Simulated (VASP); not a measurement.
SiC: single point with LDA

The system is SiC.

```xyz
4
Lattice="0.0000 -2.1644 -2.3159 0.0000 2.1644 -2.3159 4.3288 0.0000 0.0000" Properties=species:S:1:pos:R:3 pbc="T T T"
Si    2.1644    0.0000   -2.3416
Si    0.0000    0.0000    0.0257
C     1.0822    1.0660   -1.1580
C     3.2466   -1.0660   -1.1580
```

This cell differs from its parent crystal: mode 4 frozen in at -0.024 Å, normal strain along y +0.0700.

```json
{
 "Program": "VASP 6.6.1",
 "Task": "single point",
 "Functional": "LDA",
 "Potentials or basis": "VASP PAW LDA potentials, release 64 (Si, C)",
 "Cutoff": "600 eV",
 "k mesh": "10 × 10 × 6",
 "Occupations": "gaussian, width 0.05 eV",
 "Spin": "no spin polarisation"
}
```

- Pressure: -13.6 GPa
- Largest force: 0.324 eV/Å
- Band gap on the k mesh: 0.99 eV

Forces in eV/Å, atoms in the order of the input:
```
Si   0.000  0.000  0.324
Si   0.000  0.000 -0.324
C    0.000  0.111  0.000
C    0.000 -0.111  0.000
```

Stress tensor (GPa, compression positive):
```
 -7.04   0.00   0.00
  0.00  -7.09   0.00
  0.00   0.00 -26.79
```

Levels at points of the mesh, in eV from the valence-band top:
| k point | band 6 | band 7 | band 8 | band 9 | band 10 | band 11 |
| --- | --- | --- | --- | --- | --- | --- |
| (0.00, 0.00, 0.00) | -0.51 | 0.00 | 0.00 | 0.99 | 3.47 | 5.50 |
| (0.50, 0.00, 0.00) | -4.19 | -1.59 | -1.58 | 4.72 | 4.86 | 7.54 |
| (0.50, 0.50, 0.00) | -3.43 | -2.80 | -2.80 | 0.99 | 1.59 | 3.47 |
| (0.00, 0.00, 0.50) | -2.33 | -2.09 | -2.09 | 3.58 | 3.58 | 5.70 |
| (0.50, 0.00, 0.50) | -1.63 | -0.80 | -0.80 | 4.39 | 4.39 | 6.71 |
| (0.50, 0.50, 0.50) | -4.95 | -4.68 | -4.68 | 5.16 | 5.16 | 8.57 |

Run time: 64 s on 1 thread of Intel Xeon 6975P-C (shared host), peak memory 0.21 GiB.

Caveat: the cell differs from its parent crystal (mode 4 frozen in at -0.024 Å, normal strain along y +0.0700). A k mesh can miss the band edges.
